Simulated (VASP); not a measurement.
# CaBr (P-6m2) in VASP: notebook

CaBr is run at these levels: PBE; tasks: single point.

Program: VASP 6.6.1. These are calculated values, not measurements. Logs are shortened: lines on timing, memory, paths and dates and some standing lists are left out, and cuts for length are marked.

## (1) The cell of the first run

Symmetry: P-6m2, No. 187, hexagonal system. The conventional cell has a = 3.969 Å, b = 3.969 Å, c = 4.398 Å, α = 90.00°, β = 90.00°, γ = 120.00°. Ca (site symmetry -6m2) has 6 Br at 3.18 Å and 6 Ca at 3.97 Å within 4.2 Å. Within 4.2 Å of Br (site symmetry -6m2) lie 6 Ca at 3.18 Å and 6 Br at 3.97 Å.

## (2) Single point, PBE

INCAR reads:

```
SYSTEM = CaBr
ALGO = Normal
EDIFF = 1E-6
ENCUT = 520
GGA = PE
ISIF = 2
ISMEAR = -1
LASPH = .True.
LCHARG = .True.
LELF = .True.
LREAL = .False.
LVHAR = .True.
LWAVE = .False.
NBANDS = 16
NELM = 80
PREC = Accurate
SIGMA = 0.05
```

KPOINTS reads:

```
k-points
0
Gamma
  9 9 7
  0 0 0
```

POSCAR reads:

```
CaBr
1.0
    3.9685680593      0.0000000000      0.0000000000
   -1.9842840296      3.4368807577      0.0000000000
    0.0000000000      0.0000000000      4.3981594194
Ca Br
1 1
Direct
    0.0000000000      0.0000000000      0.0000000000
    0.3333333333      0.6666666667      0.5000000000
```

Potentials or basis: VASP PAW PBE potentials, release 64 (Ca_sv, Br).

Started as:

```console
$ cat potpaw_PBE.64/Ca_sv/POTCAR potpaw_PBE.64/Br/POTCAR > POTCAR
$ mpirun -np 1 vasp_std > vasp.out
```

OUTCAR:

```text
SYSTEM = CaBr
   EDIFF = 1E-6
   ENCUT = 520
   GGA = PE
   ISIF = 2
   ISMEAR = -1
   LASPH = .True.
   LREAL = .False.
   NELM = 80
   PREC = Accurate

 ion  position               nearest neighbor table
   1  0.000  0.000  0.000-
   2  0.333  0.667  0.500-

  LATTYP: Found a hexagonal cell.
 ALAT       =     3.9685680593
 C/A-ratio  =     1.1082484548

  Lattice vectors:

 A1 = (   3.9685680593,   0.0000000000,   0.0000000000)
 A2 = (  -1.9842840296,   3.4368807577,   0.0000000000)
 A3 = (   0.0000000000,   0.0000000000,   4.3981594194)

Analysis of symmetry for initial positions (statically):
=====================================================================
 Subroutine PRICEL returns:
 Original cell was already a primitive cell.

 Routine SETGRP: Setting up the symmetry group for a
 hexagonal supercell.

 Subroutine GETGRP returns: Found 12 space group operations
 (whereof 12 operations were pure point group operations)
 out of a pool of 24 trial point group operations.

The static configuration has the point symmetry D_3h.

Analysis of symmetry for dynamics (positions and initial velocities):
=====================================================================
 Subroutine PRICEL returns:
 Original cell was already a primitive cell.

 Routine SETGRP: Setting up the symmetry group for a
 hexagonal supercell.

 Subroutine GETGRP returns: Found 12 space group operations
 (whereof 12 operations were pure point group operations)
 out of a pool of 24 trial point group operations.

The dynamic configuration has the point symmetry D_3h.

 Subroutine INISYM returns: Found 12 space group operations
 (whereof 12 operations are pure point group operations),
 and found     1 'primitive' translations

----------------------------------------------------------------------------------------

                                     Primitive cell

  volume of cell :      59.9887

  direct lattice vectors                    reciprocal lattice vectors
     3.968568059  0.000000000  0.000000000     0.251980056  0.145480753  0.000000000
    -1.984284030  3.436880758  0.000000000     0.000000000  0.290961506  0.000000000
     0.000000000  0.000000000  4.398159419     0.000000000  0.000000000  0.227367838

  length of vectors
     3.968568059  3.968568061  4.398159419     0.290961506  0.290961506  0.227367838

  position of ions in fractional coordinates (direct lattice)
     0.000000000  0.000000000  0.000000000
     0.333333333  0.666666667  0.500000000

  ion indices of the primitive-cell ions
   primitive index   ion index
                 1           1
                 2           2

----------------------------------------------------------------------------------------

 KPOINTS: k-points

Automatic generation of k-mesh.
 Grid dimensions read from file:
 generate k-points for:    9    9    7

 Generating k-lattice:

  Cartesian coordinates                     Fractional coordinates (reciprocal lattice)
     0.027997784  0.016164528  0.000000000     0.111111111 -0.000000000  0.000000000
     0.000000000  0.032329056  0.000000000     0.000000000  0.111111111  0.000000000
     0.000000000  0.000000000  0.032481120     0.000000000  0.000000000  0.142857143

  Length of vectors
     0.032329056  0.032329056  0.032481120

  Shift w.r.t. Gamma in fractional coordinates (k-lattice)
     0.000000000  0.000000000  0.000000000

 Subroutine IBZKPT returns following result:
 ===========================================

 Found     48 irreducible k-points:

 Following reciprocal coordinates:
            Coordinates               Weight
  0.000000  0.000000  0.000000      1.000000
  0.111111  0.000000  0.000000      6.000000
  0.222222  0.000000  0.000000      6.000000
  0.333333  0.000000  0.000000      6.000000
  0.444444  0.000000  0.000000      6.000000
  0.111111  0.111111  0.000000      6.000000
[... 16 lines left out ...]
  0.333333  0.222222  0.142857     24.000000
  0.333333  0.333333  0.142857      4.000000
 [... further k-points ...]
   k-points           NKPTS =     48   k-points in BZ     NKDIM =     48   number of bands    NBANDS=     16
   number of dos      NEDOS =    301   number of ions     NIONS =      2
   total plane-waves  NPLWV =  32400
   dimension x,y,z NGX =    30 NGY =   30 NGZ =   36
   dimension x,y,z NGXF=    60 NGYF=   60 NGZF=   72
   ions per type =               1   1
   NGX,Y,Z   is equivalent  to a cutoff of  12.57, 12.57, 13.61 a.u.
   NGXF,Y,Z  is equivalent  to a cutoff of  25.13, 25.13, 27.22 a.u.
 SYSTEM =  CaBr
   PREC   = accura    normal or accurate (medium, high low for compatibility)
   ISTART =      0    job   : 0-new  1-cont  2-samecut
   ICHARG =      2    charge: 1-file 2-atom 10-const
   ISPIN  =      1    spin polarized calculation?
   LNONCOLLINEAR =      F non collinear calculations
   LSORBIT =      F    spin-orbit coupling
   LASPH  =      T    aspherical Exc in radial PAW
   ENCUT  =  520.0 eV  38.22 Ry    6.18 a.u.   7.38  7.38  8.18*2*pi/ulx,y,z
   NELM   =     80;   NELMIN=  2; NELMDL= -5     # of ELM steps
   EDIFF  = 0.1E-05   stopping-criterion for ELM
   LREAL  =      F    real-space projection
   EDIFFG = 0.1E-04   stopping-criterion for IOM
   NSW    =      0    number of steps for IOM
   IBRION =     -1    ionic relax: 0-MD 1-quasi-New 2-CG
   NFREE  =      0    steps in history (QN), initial steepest desc. (CG)
   ISIF   =      2    stress and relaxation
   ISYM   =      2    0-nonsym 1-usesym 2-fastsym
   POTIM  = 0.5000    time-step for ionic-motion
   TEBEG  =    0.0;   TEEND  =   0.0 temperature during run
   PSTRESS=    0.0 pullay stress
   NELECT =      17.0000    total number of electrons
   NUPDOWN=      -1.0000    fix difference up-down
   EMIN   =  10.00;   EMAX   =-10.00  energy-range for DOS
   EFERMI =   0.00;   METHOD = LEGACY
   ISMEAR =    -1;   SIGMA  =   0.05  broadening in eV -4-tet -1-fermi 0-gaus
   EFERMI_NEDOS =   21; number of points for ismear=-14 and -15
   IALGO  =     38    algorithm
   IMIX   =      4    mixing-type and parameters
     AMIX     =   0.40;   BMIX     =  1.00
     AMIX_MAG =   1.60;   BMIX_MAG =  1.00
  volume/ion in A,a.u.               =      29.99       202.41
  Fermi-wavevector in a.u.,A,eV,Ry     =   1.075313  2.032046 15.732377  1.156297
  Thomas-Fermi vector in A             =   2.211166
   LORBIT       =      0    0 simple, 1 ext, 2 COOP (PROOUT), +10 PAW based schemes
   GGA     = PE    functional components
   LHFCALC =     F    Hartree Fock is set to
   AEXX    =    0.0000 exact exchange contribution
   IVDW    =     0    specifies the selected vdW correction
   LEPSILON=     F    determine dielectric tensor
   LRPA    =     F    only Hartree local field effects (RPA)
 non-spin polarized calculation
  energy-cutoff  :      520.00
  volume of cell :       59.99
 maximum number of plane-waves:      1660
 NGX is ok and might be reduce to    30
   NGX = 15   NGY = 15   NGZ = 17

 number of electron      17.0000003 magnetization

 Free energy of the ion-electron system (eV)
  ---------------------------------------------------
  ext. energy  EPLUGINS =         0.00000000
  ---------------------------------------------------
  free energy    TOTEN  =        -6.04313479 eV

  energy without entropy =       -6.01600330  energy(sigma->0) =       -6.02956904

 E-fermi :   4.4022     XC(G=0):  -8.6479

 val. band max:        4.3859467008   @ k =   0.4444   0.0000   0.1429
 cond. band min:       4.4129600650   @ k =   0.2222   0.1111   0.4286
 fundamental gap:      0.0270133642
 Fermi energy:         4.4021685119

 k-point     1 :       0.0000    0.0000    0.0000
  band No.  band energies     occupation
      1     -38.1178      2.00000
      2     -19.1753      2.00000
      3     -19.0645      2.00000
      4     -19.0645      2.00000
      5     -13.0836      2.00000
      6      -1.0776      2.00000
[... 8 lines left out ...]
     15      10.2692      0.00000
     16      10.9057      0.00000

 k-point     2 :       0.1111    0.0000    0.0000
  band No.  band energies     occupation
      1     -38.1169      2.00000
      2     -19.1733      2.00000
      3     -19.0777      2.00000
      4     -19.0674      2.00000
      5     -13.0465      2.00000
      6      -1.0707      2.00000
[... 8 lines left out ...]
     15      10.0409      0.00000
     16      11.1599      0.00000

 k-point     3 :       0.2222    0.0000    0.0000
  band No.  band energies     occupation
      1     -38.1146      2.00000
      2     -19.1684      2.00000
      3     -19.1108      2.00000
      4     -19.0745      2.00000
      5     -12.9510      2.00000
      6      -1.2628      2.00000
[... 8 lines left out ...]
     15       9.9144      0.00000
     16      10.9027      0.00000

 k-point     4 :       0.3333    0.0000    0.0000
  band No.  band energies     occupation
      1     -38.1119      2.00000
      2     -19.1629      2.00000
      3     -19.1479      2.00000
      4     -19.0825      2.00000
      5     -12.8392      2.00000
      6      -1.9171      2.00000
[... 8 lines left out ...]
     15       9.7560      0.00000
     16      10.5860      0.00000
[... 324 lines left out ...]
 k-point    22 :       0.2222    0.2222    0.1429
  band No.  band energies     occupation
      1     -38.1105      2.00000
      2     -19.1667      2.00000
      3     -19.1473      2.00000
      4     -19.0995      2.00000
      5     -12.7837      2.00000
      6      -1.8729      2.00000
[... 8 lines left out ...]
     15       9.2686      0.00000
     16      10.3762      0.00000

 k-point    23 :       0.3333    0.2222    0.1429
  band No.  band energies     occupation
      1     -38.1092      2.00000
      2     -19.1631      2.00000
      3     -19.1558      2.00000
      4     -19.1131      2.00000
      5     -12.7310      2.00000
      6      -1.9872      2.00000
[... 8 lines left out ...]
     15       8.9137      0.00000
     16      10.4268      0.00000

 k-point    24 :       0.3333    0.3333    0.1429
  band No.  band energies     occupation
      1     -38.1087      2.00000
      2     -19.1616      2.00000
      3     -19.1458      2.00000
      4     -19.1310      2.00000
      5     -12.7128      2.00000
      6      -1.7578      2.00000
[... 8 lines left out ...]
     15       9.7172      0.00000
     16       9.7834      0.00000

 [... further k-points ...]

------------------------ aborting loop because EDIFF is reached ----------------------------------------

  FORCE on cell =-STRESS in cart. coord.  units (eV):
  Direction    XX          YY          ZZ          XY          YZ          ZX
  --------------------------------------------------------------------------------------
  -------------------------------------------------------------------------------------
  Total       -0.2391097     -0.2391097      0.0513695     -0.0000000     -0.0000000      0.0000000
  in kB       -6.3861401     -6.3861401      1.3719756     -0.0000000     -0.0000000      0.0000000
  external PRESSURE =      -3.8001015 kB  Pullay stress =       0.0000000 kB

 VOLUME and BASIS-vectors are now :
 -----------------------------------------------------------------------------
  energy-cutoff  :      520.00
  volume of cell :       59.99
      direct lattice vectors                 reciprocal lattice vectors
     3.968568059  0.000000000  0.000000000     0.251980056  0.145480753  0.000000000
    -1.984284030  3.436880758  0.000000000     0.000000000  0.290961506  0.000000000
     0.000000000  0.000000000  4.398159419     0.000000000  0.000000000  0.227367838

 POSITION                                       TOTAL-FORCE (eV/Angst)
 -----------------------------------------------------------------------------------
      0.00000      0.00000      0.00000        -0.000000      0.000000      0.000000
     -0.00000      2.29125      2.19908         0.000000     -0.000000      0.000000
 -----------------------------------------------------------------------------------
    total drift:                                0.000000     -0.000000     -0.000000

  FREE ENERGIE OF THE ION-ELECTRON SYSTEM (eV)
  ---------------------------------------------------
  free  energy   TOTEN  =        -6.0431347861 eV

  energy  without entropy=       -6.0160033009  energy(sigma->0) =       -6.02956904
```

Run time: 53 s. Hardware: 1 thread of Intel Xeon 8259CL, shared host; peak memory 0.21 GiB.

What came out:

```yaml
Free_energy: -6.0431 eV
Pressure: -0.4 GPa
Band_gap_on_the_k_mesh: zero (an odd number of electrons rules out a gap without spin polarisation)
```

Caveat: an odd number of electrons without spin polarisation forces a metal; a magnetic or distorted state may lie lower.

## (3) Single point, PBE

This run uses another cell than the first one, of 31.15 Å³/atom.

INCAR reads:

```
  PREC = Accurate
  ENCUT = 520
  EDIFF = 1E-7
  ISMEAR = -1
  SIGMA = 0.05
  LREAL = F
  LASPH = T
  NELM = 100
  ALGO = Normal
  ISIF = 2
  LWAVE = F
  LCHARG = F
  GGA = PE
  NBANDS = 16
```

KPOINTS reads:

```
regular mesh
0
Gamma
  9 9 7
```

POSCAR reads:

```
CaBr
1.0
    4.0188084314      0.0000000000      0.0000000000
   -2.0094042157      3.4803901963      0.0000000000
    0.0000000000      0.0000000000      4.4538382342
Ca Br
1 1
Direct
    0.0000000000      0.0000000000      0.0000000000
    0.3333333333      0.6666666667      0.5000000000
```

Potentials or basis: VASP PAW PBE potentials, release 64 (Ca_sv, Br).

Started as:

```console
$ cat potpaw_PBE.64/Ca_sv/POTCAR potpaw_PBE.64/Br/POTCAR > POTCAR
$ mpirun -np 1 vasp_std > vasp.out
```

Run time: 58 s. Hardware: 1 thread of Intel Xeon 8259CL, shared host; peak memory 0.21 GiB.

The run converged. Its results:

- Free energy: -6.0330 eV
- Pressure: -1.1 GPa
- Band gap on the k mesh: zero (an odd number of electrons rules out a gap without spin polarisation)

Stress tensor (GPa, compression positive):
```
-1.32  0.00  0.00
 0.00 -1.32  0.00
 0.00  0.00 -0.55
```

Levels at points of the mesh, in eV from the Fermi level:
```csv
k point,band 5,band 6,band 7,band 8,band 9,band 10,band 11,band 12,band 13,band 14
"(0.00, 0.00, 0.00)",-17.35,-5.39,-4.49,-4.49,-1.91,0.53,2.14,2.14,2.62,2.62
```

Caveat: an odd number of electrons without spin polarisation forces a metal; a magnetic or distorted state may lie lower.

## (4) Single point, PBE

This run uses another cell than the first one, of 32.30 Å³/atom.

INCAR reads:

```
SYSTEM = CaBr
  ALGO = Normal
  EDIFF = 1E-7
  ENCUT = 520
  GGA = PE
  ISIF = 2
  ISMEAR = -1
  LASPH = .TRUE.
  LCHARG = .TRUE.
  LELF = .TRUE.
  LREAL = .FALSE.
  LVHAR = .TRUE.
  LWAVE = .FALSE.
  NBANDS = 16
  NELM = 100
  PREC = Accurate
  SIGMA = 0.05
```

KPOINTS reads:

```
k-points
0
G
  9 9 7
  0 0 0
```

POSCAR reads:

```
CaBr
1.0
    4.0678231210      0.0000000000      0.0000000000
   -2.0339115605      3.5228381627      0.0000000000
    0.0000000000      0.0000000000      4.5081586882
Ca Br
1 1
Direct
    0.0000000000      0.0000000000      0.0000000000
    0.3333333333      0.6666666667      0.5000000000
```

Started as:

```console
$ cat potpaw_PBE.64/Ca_sv/POTCAR potpaw_PBE.64/Br/POTCAR > POTCAR
$ mpirun -np 1 vasp_std > vasp.out
```

It took 55 s on 1 thread of Intel Xeon 8259CL, shared host; peak memory 0.21 GiB.

Results (log left out):

```yaml
Free_energy: -6.0137 eV
Pressure: -1.6 GPa
Band_gap_on_the_k_mesh: zero (an odd number of electrons rules out a gap without spin polarisation)
```

Stress tensor (GPa, compression positive):
```
-1.88  0.00  0.00
 0.00 -1.88  0.00
 0.00  0.00 -1.17
```

Levels at points of the mesh, in eV from the Fermi level:
| k point | band 5 | band 6 | band 7 | band 8 | band 9 | band 10 | band 11 | band 12 |
| --- | --- | --- | --- | --- | --- | --- | --- | --- |
| (0.00, 0.00, 0.00) | -17.21 | -5.30 | -4.43 | -4.43 | -1.93 | 0.54 | 2.06 | 2.06 |

Caveat: an odd number of electrons without spin polarisation forces a metal; a magnetic or distorted state may lie lower.

## (5) Overview

```tsv
cell	gap on the mesh (eV)	pressure (GPa)
a = 3.969, b = 3.969, c = 4.398 Å, angles 90.0, 90.0, 120.0°, 2 atoms	none	-0.4
a = 4.019, b = 4.019, c = 4.454 Å, angles 90.0, 90.0, 120.0°, 2 atoms	none	-1.1
a = 4.068, b = 4.068, c = 4.508 Å, angles 90.0, 90.0, 120.0°, 2 atoms	none	-1.6
```

Alike in all rows: task single point; level PBE; potentials or basis VASP PAW PBE potentials, release 64 (Ca_sv, Br); no spin polarisation; k mesh 9 × 9 × 7; cutoff (eV) 520; smearing fermi-dirac 0.05 eV.

Caveats: an odd number of electrons without spin polarisation forces a metal; a magnetic or distorted state may lie lower.

Total energies depend on the potentials used, so only differences within one code and one set of settings carry meaning.
